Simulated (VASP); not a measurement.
# Zn (P6_3/mmc) in VASP: single point with PBEsol

Aim: the single point of Zn with PBEsol.

All numbers are computed with VASP 6.6.1; they aren't measurements. Logs are shortened: lines on timing, memory, paths and dates and some standing lists are left out, and cuts for length are marked.

## 1. The cell of the first run

It takes space group P6_3/mmc (No. 194, hexagonal). Conventional cell: a = 2.670 Å, b = 2.670 Å, c = 4.966 Å, α = 90.00°, β = 90.00°, γ = 120.00°. Within 3.5 Å of Zn (site symmetry -6m2) lie 12 Zn at 2.67 to 2.92 Å.

## 2. Single point, PBEsol

INCAR

```
SYSTEM = Zn
  ALGO = Normal
  EDIFF = 1E-6
  ENCUT = 520
  GGA = PS
  ISIF = 2
  ISMEAR = -1
  LASPH = .TRUE.
  LCHARG = .FALSE.
  LREAL = .FALSE.
  LWAVE = .FALSE.
  NBANDS = 19
  NELM = 80
  PREC = Accurate
  SIGMA = 0.1
```

KPOINTS

```
k-points
0
G
  10 10 5
  0 0 0
```

POSCAR

```
Zn
1.0
    2.6700000000      0.0000000000      0.0000000000
   -1.3350000000      2.3122880000      0.0000000000
    0.0000000000      0.0000000000      4.9660000000
Zn
2
Direct
    0.3333333333      0.6666666667      0.2500000000
    0.6666666667      0.3333333333      0.7500000000
```

Potentials or basis: VASP PAW PBE potentials, release 64 (Zn).

Started as:

```console
cat potpaw_PBE.64/Zn/POTCAR > POTCAR
mpirun -np 1 vasp_std > vasp.out
```

OUTCAR:

```text
SYSTEM = Zn
   EDIFF = 1E-6
   ENCUT = 520
   GGA = PS
   ISIF = 2
   ISMEAR = -1
   LASPH = .TRUE.
   LREAL = .FALSE.
   NELM = 80
   PREC = Accurate

 ion  position               nearest neighbor table
   1  0.333  0.667  0.250-   2 2.92   2 2.92   2 2.92   2 2.92   2 2.92   2 2.92
   2  0.667  0.333  0.750-   1 2.92   1 2.92   1 2.92   1 2.92   1 2.92   1 2.92

  LATTYP: Found a hexagonal cell.
 ALAT       =     2.6700000000
 C/A-ratio  =     1.8599250936

  Lattice vectors:

 A1 = (   2.6700000000,   0.0000000000,   0.0000000000)
 A2 = (  -1.3350000000,   2.3122880000,   0.0000000000)
 A3 = (   0.0000000000,   0.0000000000,   4.9660000000)

Analysis of symmetry for initial positions (statically):
=====================================================================
 Subroutine PRICEL returns:
 Original cell was already a primitive cell.

 Routine SETGRP: Setting up the symmetry group for a
 hexagonal supercell.

 Subroutine GETGRP returns: Found 24 space group operations
 (whereof 12 operations were pure point group operations)
 out of a pool of 24 trial point group operations.

The static configuration has the point symmetry D_3d.
 The point group associated with its full space group is D_6h.

Analysis of symmetry for dynamics (positions and initial velocities):
=====================================================================
 Subroutine PRICEL returns:
 Original cell was already a primitive cell.

 Routine SETGRP: Setting up the symmetry group for a
 hexagonal supercell.

 Subroutine GETGRP returns: Found 24 space group operations
 (whereof 12 operations were pure point group operations)
 out of a pool of 24 trial point group operations.

The dynamic configuration has the point symmetry D_3d.
 The point group associated with its full space group is D_6h.

 Subroutine INISYM returns: Found 24 space group operations
 (whereof 12 operations are pure point group operations),
 and found     1 'primitive' translations

----------------------------------------------------------------------------------------

                                     Primitive cell

  volume of cell :      30.6591

  direct lattice vectors                    reciprocal lattice vectors
     2.670000000  0.000000000  0.000000000     0.374531835  0.216236040  0.000000000
    -1.335000000  2.312288000  0.000000000     0.000000000  0.432472080  0.000000000
     0.000000000  0.000000000  4.966000000     0.000000000  0.000000000  0.201369311

  length of vectors
     2.670000000  2.670000149  4.966000000     0.432472104  0.432472080  0.201369311

  position of ions in fractional coordinates (direct lattice)
     0.333333333  0.666666667  0.250000000
     0.666666667  0.333333333  0.750000000

  ion indices of the primitive-cell ions
   primitive index   ion index
                 1           1
                 2           2

----------------------------------------------------------------------------------------

 KPOINTS: k-points

Automatic generation of k-mesh.
 Grid dimensions read from file:
 generate k-points for:   10   10    5

 Generating k-lattice:

  Cartesian coordinates                     Fractional coordinates (reciprocal lattice)
     0.037453184  0.021623604  0.000000000     0.100000000  0.000000000  0.000000000
     0.000000000  0.043247208  0.000000000     0.000000000  0.100000000  0.000000000
     0.000000000  0.000000000  0.040273862     0.000000000  0.000000000  0.200000000

  Length of vectors
     0.043247210  0.043247208  0.040273862

  Shift w.r.t. Gamma in fractional coordinates (k-lattice)
     0.000000000  0.000000000  0.000000000

 Subroutine IBZKPT returns following result:
 ===========================================

 Found     42 irreducible k-points:

 Following reciprocal coordinates:
            Coordinates               Weight
  0.000000  0.000000  0.000000      1.000000
  0.100000  0.000000  0.000000      6.000000
  0.200000  0.000000  0.000000      6.000000
  0.300000  0.000000  0.000000      6.000000
  0.400000  0.000000  0.000000      6.000000
  0.500000  0.000000  0.000000      3.000000
[... 16 lines left out ...]
  0.300000  0.100000  0.200000     24.000000
  0.400000  0.100000  0.200000     24.000000
 [... further k-points ...]
   k-points           NKPTS =     42   k-points in BZ     NKDIM =     42   number of bands    NBANDS=     19
   number of dos      NEDOS =    301   number of ions     NIONS =      2
   total plane-waves  NPLWV =  16000
   dimension x,y,z NGX =    20 NGY =   20 NGZ =   40
   dimension x,y,z NGXF=    40 NGYF=   40 NGZF=   80
   ions per type =               2
   NGX,Y,Z   is equivalent  to a cutoff of  12.45, 12.45, 13.39 a.u.
   NGXF,Y,Z  is equivalent  to a cutoff of  24.91, 24.91, 26.78 a.u.
 SYSTEM =  Zn
   PREC   = accura    normal or accurate (medium, high low for compatibility)
   ISTART =      0    job   : 0-new  1-cont  2-samecut
   ICHARG =      2    charge: 1-file 2-atom 10-const
   ISPIN  =      1    spin polarized calculation?
   LNONCOLLINEAR =      F non collinear calculations
   LSORBIT =      F    spin-orbit coupling
   LASPH  =      T    aspherical Exc in radial PAW
   ENCUT  =  520.0 eV  38.22 Ry    6.18 a.u.   4.96  4.96  9.23*2*pi/ulx,y,z
   NELM   =     80;   NELMIN=  2; NELMDL= -5     # of ELM steps
   EDIFF  = 0.1E-05   stopping-criterion for ELM
   LREAL  =      F    real-space projection
   EDIFFG = 0.1E-04   stopping-criterion for IOM
   NSW    =      0    number of steps for IOM
   IBRION =     -1    ionic relax: 0-MD 1-quasi-New 2-CG
   NFREE  =      0    steps in history (QN), initial steepest desc. (CG)
   ISIF   =      2    stress and relaxation
   ISYM   =      2    0-nonsym 1-usesym 2-fastsym
   POTIM  = 0.5000    time-step for ionic-motion
   TEBEG  =    0.0;   TEEND  =   0.0 temperature during run
   PSTRESS=    0.0 pullay stress
   NELECT =      24.0000    total number of electrons
   NUPDOWN=      -1.0000    fix difference up-down
   EMIN   =  10.00;   EMAX   =-10.00  energy-range for DOS
   EFERMI =   0.00;   METHOD = LEGACY
   ISMEAR =    -1;   SIGMA  =   0.10  broadening in eV -4-tet -1-fermi 0-gaus
   EFERMI_NEDOS =   21; number of points for ismear=-14 and -15
   IALGO  =     38    algorithm
   IMIX   =      4    mixing-type and parameters
     AMIX     =   0.40;   BMIX     =  1.00
     AMIX_MAG =   1.60;   BMIX_MAG =  1.00
  volume/ion in A,a.u.               =      15.33       103.45
  Fermi-wavevector in a.u.,A,eV,Ry     =   1.508778  2.851177 30.972443  2.276410
  Thomas-Fermi vector in A             =   2.619187
   LORBIT       =      0    0 simple, 1 ext, 2 COOP (PROOUT), +10 PAW based schemes
   GGA     = PS    functional components
   LHFCALC =     F    Hartree Fock is set to
   AEXX    =    0.0000 exact exchange contribution
   IVDW    =     0    specifies the selected vdW correction
   LEPSILON=     F    determine dielectric tensor
   LRPA    =     F    only Hartree local field effects (RPA)
 non-spin polarized calculation
  energy-cutoff  :      520.00
  volume of cell :       30.66
 maximum number of plane-waves:       843
 NGX is ok and might be reduce to    20
   NGX =  9   NGY =  9   NGZ = 19

 number of electron      24.0000011 magnetization

 Free energy of the ion-electron system (eV)
  ---------------------------------------------------
  ext. energy  EPLUGINS =         0.00000000
  ---------------------------------------------------
  free energy    TOTEN  =        -3.15155601 eV

  energy without entropy =       -3.14139718  energy(sigma->0) =       -3.14647659

 E-fermi :   2.8036     XC(G=0): -11.6585

 val. band max:        2.6345972186   @ k =   0.1000   0.0000   0.2000
 cond. band min:       2.9161023540   @ k =   0.4000   0.0000   0.0000
 fundamental gap:      0.2815051355
 Fermi energy:         2.8035568007

 k-point     1 :       0.0000    0.0000    0.0000
  band No.  band energies     occupation
      1      -7.4700      2.00000
      2      -5.6708      2.00000
      3      -4.9766      2.00000
      4      -4.7448      2.00000
      5      -4.7448      2.00000
      6      -4.6958      2.00000
[... 11 lines left out ...]
     18      21.8613      0.00000
     19      21.8622      0.00000

 k-point     2 :       0.1000    0.0000    0.0000
  band No.  band energies     occupation
      1      -7.1762      2.00000
      2      -5.5473      2.00000
      3      -4.9495      2.00000
      4      -4.7702      2.00000
      5      -4.7227      2.00000
      6      -4.6766      2.00000
[... 11 lines left out ...]
     18      20.5441      0.00000
     19      22.1952      0.00000

 k-point     3 :       0.2000    0.0000    0.0000
  band No.  band energies     occupation
      1      -6.3488      2.00000
      2      -5.3096      2.00000
      3      -4.9097      2.00000
      4      -4.8153      2.00000
      5      -4.7115      2.00000
      6      -4.6540      2.00000
[... 11 lines left out ...]
     18      18.7407      0.00000
     19      19.0136      0.00000

 k-point     4 :       0.3000    0.0000    0.0000
  band No.  band energies     occupation
      1      -5.5105      2.00000
      2      -5.2968      2.00000
      3      -4.9947      2.00000
      4      -4.7853      2.00000
      5      -4.6264      2.00000
      6      -4.6118      2.00000
[... 11 lines left out ...]
     18      17.8309      0.00000
     19      19.5852      0.00000

 k-point     5 :       0.4000    0.0000    0.0000
  band No.  band energies     occupation
      1      -5.4392      2.00000
      2      -5.3619      2.00000
      3      -5.1723      2.00000
      4      -4.7172      2.00000
      5      -4.6461      2.00000
      6      -4.5802      2.00000
[... 11 lines left out ...]
     18      17.2872      0.00000
     19      18.5897      0.00000
[... 334 lines left out ...]
      2      -5.3407      2.00000
      3      -4.9256      2.00000
      4      -4.8243      2.00000
      5      -4.8097      2.00000
      6      -4.6174      2.00000
[... 11 lines left out ...]
     18      18.2182      0.00000
     19      22.1693      0.00000

 k-point    22 :       0.2000    0.1000    0.2000
  band No.  band energies     occupation
      1      -5.5363      2.00000
      2      -5.1621      2.00000
      3      -4.9436      2.00000
      4      -4.8785      2.00000
      5      -4.8513      2.00000
      6      -4.6735      2.00000
[... 11 lines left out ...]
     18      16.4013      0.00000
     19      19.1290      0.00000

 k-point    23 :       0.3000    0.1000    0.2000
  band No.  band energies     occupation
      1      -5.3234      2.00000
      2      -5.2587      2.00000
      3      -5.0460      2.00000
      4      -4.9090      2.00000
      5      -4.6515      2.00000
      6      -4.5232      2.00000
[... 11 lines left out ...]
     18      15.2751      0.00000
     19      17.7323      0.00000

 k-point    24 :       0.4000    0.1000    0.2000
  band No.  band energies     occupation
      1      -5.3722      2.00000
      2      -5.3553      2.00000
      3      -5.1231      2.00000
      4      -4.9105      2.00000
      5      -4.6344      2.00000
      6      -4.4762      2.00000
[... 11 lines left out ...]
     18      14.6505      0.00000
     19      18.8765      0.00000

 [... further k-points ...]
[... 5 lines left out ...]
  --------------------------------------------------------------------------------------
  -------------------------------------------------------------------------------------
  Total       -1.1682323     -1.1682325     -0.7960330      0.0000000      0.0000000      0.0000000
  in kB      -61.0491895    -61.0491986    -41.5988895      0.0000000      0.0000000      0.0000000
  external PRESSURE =     -54.5657592 kB  Pullay stress =       0.0000000 kB

 VOLUME and BASIS-vectors are now :
 -----------------------------------------------------------------------------
  energy-cutoff  :      520.00
  volume of cell :       30.66
      direct lattice vectors                 reciprocal lattice vectors
     2.670000000  0.000000000  0.000000000     0.374531835  0.216236040  0.000000000
    -1.335000000  2.312288000  0.000000000     0.000000000  0.432472080  0.000000000
     0.000000000  0.000000000  4.966000000     0.000000000  0.000000000  0.201369311

 POSITION                                       TOTAL-FORCE (eV/Angst)
 -----------------------------------------------------------------------------------
     -0.00000      1.54153      1.24150        -0.000000      0.000000      0.000000
      1.33500      0.77076      3.72450         0.000000     -0.000000      0.000000
 -----------------------------------------------------------------------------------
    total drift:                               -0.000000      0.000000      0.000000

  FREE ENERGIE OF THE ION-ELECTRON SYSTEM (eV)
  ---------------------------------------------------
  free  energy   TOTEN  =        -3.1515560051 eV

  energy  without entropy=       -3.1413971800  energy(sigma->0) =       -3.14647659
```

It took 9.8 s on 1 thread of Intel Xeon 6975P-C, shared host; peak memory 0.15 GiB.

Results:

* Free energy: -3.1516 eV
* Pressure: -5.5 GPa
* Band gap on the k mesh: zero (band 12 reaches 3.97 eV, above the bottom of band 13 at -0.18 eV)

Stress tensor (GPa, compression positive):
```
-6.10  0.00  0.00
 0.00 -6.10  0.00
 0.00  0.00 -4.16
```

Levels at points of the mesh, in eV from the Fermi level:
| k point | band 9 | band 10 | band 11 | band 12 | band 13 | band 14 | band 15 | band 16 |
| --- | --- | --- | --- | --- | --- | --- | --- | --- |
| (0.00, 0.00, 0.00) | -7.17 | -6.97 | -6.97 | -3.54 | -2.98 | 13.55 | 17.18 | 17.41 |
| (0.50, 0.00, 0.00) | -6.79 | -6.77 | -2.74 | -2.08 | 2.66 | 3.60 | 4.10 | 5.75 |

Caveat: the PAW data sets were made with another functional, which shifts forces and pressure a little.
